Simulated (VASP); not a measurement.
Runs of VASP 6.6.1 on CaO. The structure is that of space group Fm-3m (No. 225), or close to it. The cells are those of the table. 

```tsv
cell	gap on the mesh (eV)	pressure (GPa)
a = 3.386 Å, angles 62.1°, 2 atoms	(a)	-3.7
a = 3.389 Å, angles 60.7°, 2 atoms	(b)	(c)
a = 3.385 Å, angles 62.8°, 2 atoms	4.04	-5.0
a = 3.392 Å, angles 59.3°, 2 atoms	4.16	2.8
a = 3.387 Å, angles 61.4°, 2 atoms	4.12	-2.2
```

Alike in all rows: task single point; level r2SCAN; potentials or basis VASP PAW PBE potentials, release 64 (Ca_sv, O); no spin polarisation; k mesh 10 × 10 × 10; cutoff (eV) 520; smearing gaussian 0.01 eV.

Q: Estimate the missing entries.

A: (a) 4.08; (b) 4.15; (c) -0.6.

Caveats: the PAW data sets were made with another functional, which shifts forces and pressure a little; the cell stands under tension (at least some runs).

A k mesh can miss the band edges.
